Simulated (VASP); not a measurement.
# BF (R-3m) in VASP: single point with PBE

Aim: the single point of BF with PBE.

Program: VASP 6.6.1. These are calculated values, not measurements. Logs are shortened: lines on timing, memory, paths and dates and some standing lists are left out, and cuts for length are marked.

### Step 1. The cell of the first run

The structure is trigonal, space group R-3m (No. 166). The conventional cell has a = 2.276 Å, b = 2.276 Å, c = 10.405 Å, α = 90.00°, β = 90.00°, γ = 120.00°. B (site symmetry -3m) has 6 F at 2.18 Å and 6 B at 2.28 Å within 2.9 Å. F (site symmetry -3m) has 6 B at 2.18 Å and 6 F at 2.28 Å within 2.9 Å.

### Step 2. Single point, PBE

Input file INCAR:

```
PREC     = Accurate       # precision mode
ENCUT    = 600            # plane-wave cutoff, eV
EDIFF    = 1E-6           # SCF threshold, eV
ISMEAR   = 0              # smearing method
SIGMA    = 0.2            # smearing width, eV
LREAL    = False          # projectors in reciprocal space
LASPH    = True           # aspherical terms in the spheres
NELM     = 120            # most SCF steps
ALGO     = Normal         # electronic algorithm
ISIF     = 2              # what is computed and relaxed
LWAVE    = False          # write WAVECAR
LCHARG   = False          # write CHGCAR
GGA      = PE             # functional
NBANDS   = 12             # bands
GGA_COMPAT= False
```

Input file KPOINTS:

```
Automatic mesh
0
Gamma
  9 9 9
```

Input file POSCAR:

```
BF
1.0
    1.1381897334      0.6571341474      3.4683471889
   -1.1381897334      0.6571341474      3.4683471889
    0.0000000000     -1.3142682994      3.4683471881
B F
1 1
Direct
    0.0000000000      0.0000000000      0.0000000000
    0.5000000000      0.5000000000      0.5000000000
```

Potentials or basis: VASP PAW PBE potentials, release 64 (B, F).

Launch:

```sh
cat potpaw_PBE.64/B/POTCAR potpaw_PBE.64/F/POTCAR > POTCAR
mpirun -np 1 vasp_std > vasp.out
```

OUTCAR:

```text
PREC = Accurate
   ENCUT = 600
   EDIFF = 1E-6
   ISMEAR = 0
   LREAL = False
   LASPH = True
   NELM = 120
   ISIF = 2
   GGA = PE

 ion  position               nearest neighbor table
   1  0.000  0.000  0.000-
   2  0.500  0.500  0.500-

  LATTYP: Found a trigonal (rhomboedric) cell.
 ALAT       =     3.7090070611
 COS(alpha) =     0.8116593768

  Lattice vectors:

 A1 = (   1.1381897334,   0.6571341474,   3.4683471889)
 A2 = (  -1.1381897334,   0.6571341474,   3.4683471889)
 A3 = (   0.0000000000,  -1.3142682994,   3.4683471881)

Analysis of symmetry for initial positions (statically):
=====================================================================
 Subroutine PRICEL returns:
 Original cell was already a primitive cell.

 Routine SETGRP: Setting up the symmetry group for a
 trigonal (rhombohedral) supercell.

 Subroutine GETGRP returns: Found 12 space group operations
 (whereof 12 operations were pure point group operations)
 out of a pool of 12 trial point group operations.

The static configuration has the point symmetry D_3d.

Analysis of symmetry for dynamics (positions and initial velocities):
=====================================================================
 Subroutine PRICEL returns:
 Original cell was already a primitive cell.

 Routine SETGRP: Setting up the symmetry group for a
 trigonal (rhombohedral) supercell.

 Subroutine GETGRP returns: Found 12 space group operations
 (whereof 12 operations were pure point group operations)
 out of a pool of 12 trial point group operations.

The dynamic configuration has the point symmetry D_3d.

 Subroutine INISYM returns: Found 12 space group operations
 (whereof 12 operations are pure point group operations),
 and found     1 'primitive' translations

----------------------------------------------------------------------------------------

                                     Primitive cell

  volume of cell :      15.5648

  direct lattice vectors                    reciprocal lattice vectors
     1.138189733  0.657134147  3.468347189     0.439294070  0.253626549  0.096107257
    -1.138189733  0.657134147  3.468347189    -0.439294070  0.253626549  0.096107257
     0.000000000 -1.314268299  3.468347188     0.000000000 -0.507253099  0.096107256

  length of vectors
     3.709007061  3.709007061  3.709007061     0.516277359  0.516277359  0.516277359

  position of ions in fractional coordinates (direct lattice)
     0.000000000  0.000000000  0.000000000
     0.500000000  0.500000000  0.500000000

  ion indices of the primitive-cell ions
   primitive index   ion index
                 1           1
                 2           2

----------------------------------------------------------------------------------------

 KPOINTS: Automatic mesh

Automatic generation of k-mesh.
 Grid dimensions read from file:
 generate k-points for:    9    9    9

 Generating k-lattice:

  Cartesian coordinates                     Fractional coordinates (reciprocal lattice)
     0.048810452  0.028180728  0.010678584     0.111111111 -0.000000000  0.000000000
    -0.048810452  0.028180728  0.010678584    -0.000000000  0.111111111  0.000000000
     0.000000000 -0.056361455  0.010678584     0.000000000  0.000000000  0.111111111

  Length of vectors
     0.057364151  0.057364151  0.057364151

  Shift w.r.t. Gamma in fractional coordinates (k-lattice)
     0.000000000  0.000000000  0.000000000

 Subroutine IBZKPT returns following result:
 ===========================================

 Found     85 irreducible k-points:

 Following reciprocal coordinates:
            Coordinates               Weight
  0.000000  0.000000  0.000000      1.000000
  0.111111  0.000000  0.000000      6.000000
  0.222222 -0.000000  0.000000      6.000000
  0.333333  0.000000  0.000000      6.000000
  0.444444 -0.000000  0.000000      6.000000
  0.111111  0.111111  0.000000      6.000000
[... 16 lines left out ...]
 -0.333333  0.333333  0.000000      6.000000
  0.444444  0.444444  0.000000      6.000000
 [... further k-points ...]
   k-points           NKPTS =     85   k-points in BZ     NKDIM =     85   number of bands    NBANDS=     12
   number of dos      NEDOS =    301   number of ions     NIONS =      2
   total plane-waves  NPLWV =  27000
   dimension x,y,z NGX =    30 NGY =   30 NGZ =   30
   dimension x,y,z NGXF=    60 NGYF=   60 NGZF=   60
   ions per type =               1   1
   NGX,Y,Z   is equivalent  to a cutoff of  13.45, 13.45, 13.45 a.u.
   NGXF,Y,Z  is equivalent  to a cutoff of  26.89, 26.89, 26.89 a.u.
 SYSTEM =  unknown system
   PREC   = accura    normal or accurate (medium, high low for compatibility)
   ISTART =      0    job   : 0-new  1-cont  2-samecut
   ICHARG =      2    charge: 1-file 2-atom 10-const
   ISPIN  =      1    spin polarized calculation?
   LNONCOLLINEAR =      F non collinear calculations
   LSORBIT =      F    spin-orbit coupling
   LASPH  =      T    aspherical Exc in radial PAW
   ENCUT  =  600.0 eV  44.10 Ry    6.64 a.u.   7.41  7.41  7.41*2*pi/ulx,y,z
   NELM   =    120;   NELMIN=  2; NELMDL= -5     # of ELM steps
   EDIFF  = 0.1E-05   stopping-criterion for ELM
   LREAL  =      F    real-space projection
   EDIFFG = 0.1E-04   stopping-criterion for IOM
   NSW    =      0    number of steps for IOM
   IBRION =     -1    ionic relax: 0-MD 1-quasi-New 2-CG
   NFREE  =      0    steps in history (QN), initial steepest desc. (CG)
   ISIF   =      2    stress and relaxation
   ISYM   =      2    0-nonsym 1-usesym 2-fastsym
   POTIM  = 0.5000    time-step for ionic-motion
   TEBEG  =    0.0;   TEEND  =   0.0 temperature during run
   PSTRESS=    0.0 pullay stress
   NELECT =      10.0000    total number of electrons
   NUPDOWN=      -1.0000    fix difference up-down
   EMIN   =  10.00;   EMAX   =-10.00  energy-range for DOS
   EFERMI =   0.00;   METHOD = LEGACY
   ISMEAR =     0;   SIGMA  =   0.20  broadening in eV -4-tet -1-fermi 0-gaus
   EFERMI_NEDOS =   21; number of points for ismear=-14 and -15
   IALGO  =     38    algorithm
   IMIX   =      4    mixing-type and parameters
     AMIX     =   0.40;   BMIX     =  1.00
     AMIX_MAG =   1.60;   BMIX_MAG =  1.00
  volume/ion in A,a.u.               =       7.78        52.52
  Fermi-wavevector in a.u.,A,eV,Ry     =   1.412626  2.669477 27.150608  1.995513
  Thomas-Fermi vector in A             =   2.534356
   LORBIT       =      0    0 simple, 1 ext, 2 COOP (PROOUT), +10 PAW based schemes
   GGA     = PE    functional components
   LHFCALC =     F    Hartree Fock is set to
   AEXX    =    0.0000 exact exchange contribution
   IVDW    =     0    specifies the selected vdW correction
   LEPSILON=     F    determine dielectric tensor
   LRPA    =     F    only Hartree local field effects (RPA)
 non-spin polarized calculation
 Gauss-broadening in eV      SIGMA  =   0.20
  energy-cutoff  :      600.00
  volume of cell :       15.56
 maximum number of plane-waves:       535
 NGX is ok and might be reduce to    30
   NGX = 15   NGY = 15   NGZ = 15

 number of electron      10.0000003 magnetization

 Free energy of the ion-electron system (eV)
  ---------------------------------------------------
  ext. energy  EPLUGINS =         0.00000000
  ---------------------------------------------------
  free energy    TOTEN  =        -6.99859375 eV

  energy without entropy =       -6.99358206  energy(sigma->0) =       -6.99608790

 E-fermi :   4.0926     XC(G=0): -11.8443

 val. band max:        4.0916791223   @ k =  -0.2222   0.4444   0.2222
 cond. band min:       4.4166907595   @ k =  -0.3333  -0.3333   0.1111
 fundamental gap:      0.3250116372
 Fermi energy:         4.0925581660

 k-point     1 :       0.0000    0.0000    0.0000
  band No.  band energies     occupation
      1     -19.8293      2.00000
      2      -4.5741      2.00000
      3      -3.1311      2.00000
      4       3.3709      2.00000
      5       3.3709      2.00000
      6      10.1208      0.00000
      7      15.3518      0.00000
      8      15.3518      0.00000
      9      20.5536      0.00000
     10      31.3203      0.00000
     11      31.3203      0.00000
     12      32.8010      0.00000

 k-point     2 :       0.1111    0.0000    0.0000
  band No.  band energies     occupation
      1     -19.6176      2.00000
      2      -4.4690      2.00000
      3      -2.6685      2.00000
      4       2.7495      2.00000
      5       3.2415      2.00000
      6       9.9728      0.00000
      7      14.1284      0.00000
      8      14.7561      0.00000
      9      21.4593      0.00000
     10      27.8335      0.00000
     11      31.6538      0.00000
     12      32.6570      0.00000

 k-point     3 :       0.2222   -0.0000    0.0000
  band No.  band energies     occupation
      1     -19.0430      2.00000
      2      -4.0186      2.00000
      3      -1.5951      2.00000
      4       1.3635      2.00000
      5       2.9251      2.00000
      6       9.3947      0.00000
      7      11.4681      0.00000
      8      13.4983      0.00000
      9      23.0383      0.00000
     10      25.2795      0.00000
     11      28.6281      0.00000
     12      34.2860      0.00000
[... 286 lines left out ...]
 k-point    23 :      -0.3333    0.3333    0.0000
  band No.  band energies     occupation
      1     -17.3632      2.00000
      2      -1.3622      2.00000
      3      -1.3078      2.00000
      4      -0.3744      2.00000
      5       3.7062      1.99370
      6       5.5045      0.00000
      7       6.3057      0.00000
      8      10.3477      0.00000
      9      22.6744      0.00000
     10      23.6354      0.00000
     11      29.6873      0.00000
     12      32.7312      0.00000

 k-point    24 :       0.4444    0.4444    0.0000
  band No.  band energies     occupation
      1     -17.7002      2.00000
      2      -3.2554      2.00000
      3      -1.9967      2.00000
      4       2.2220      2.00000
      5       2.7786      2.00000
      6       4.8528      0.00000
      7      11.0915      0.00000
      8      12.2265      0.00000
      9      19.0109      0.00000
     10      22.8082      0.00000
     11      29.7201      0.00000
     12      31.2930      0.00000

 [... further k-points ...]

------------------------ aborting loop because EDIFF is reached ----------------------------------------

  FORCE on cell =-STRESS in cart. coord.  units (eV):
  Direction    XX          YY          ZZ          XY          YZ          ZX
  --------------------------------------------------------------------------------------
  -------------------------------------------------------------------------------------
  Total       -0.0338431     -0.0338431     -0.0365231     -0.0000000      0.0000000      0.0000000
  in kB       -3.4836810     -3.4836810     -3.7595527     -0.0000000      0.0000000      0.0000000
  external PRESSURE =      -3.5756382 kB  Pullay stress =       0.0000000 kB

 VOLUME and BASIS-vectors are now :
 -----------------------------------------------------------------------------
  energy-cutoff  :      600.00
  volume of cell :       15.56
      direct lattice vectors                 reciprocal lattice vectors
     1.138189733  0.657134147  3.468347189     0.439294070  0.253626549  0.096107257
    -1.138189733  0.657134147  3.468347189    -0.439294070  0.253626549  0.096107257
     0.000000000 -1.314268299  3.468347188     0.000000000 -0.507253099  0.096107256

 POSITION                                       TOTAL-FORCE (eV/Angst)
 -----------------------------------------------------------------------------------
      0.00000      0.00000      0.00000        -0.000000      0.000000      0.000000
      0.00000     -0.00000      5.20252         0.000000     -0.000000     -0.000000
 -----------------------------------------------------------------------------------
    total drift:                               -0.000000      0.000000      0.000000

  FREE ENERGIE OF THE ION-ELECTRON SYSTEM (eV)
  ---------------------------------------------------
  free  energy   TOTEN  =        -6.9985937483 eV

  energy  without entropy=       -6.9935820552  energy(sigma->0) =       -6.99608790
```

It took 60 s on 1 thread of Intel Xeon 8259CL, shared host; peak memory 0.17 GiB.

Results:

```yaml
Free_energy: -6.9986 eV
Pressure: -0.4 GPa
Band_gap_on_the_k_mesh: zero (band 5 reaches 4.09 eV, above the bottom of band 6 at 4.06 eV)
```

Levels at points of the mesh, in eV from the Fermi level:
```tsv
k point	band 3	band 4	band 5	band 6	band 7	band 8
(0.00, 0.00, 0.00)	-7.22	-0.72	-0.72	6.03	11.26	11.26
```

Caveat: the k points lie up to 0.36 Å⁻¹ apart.
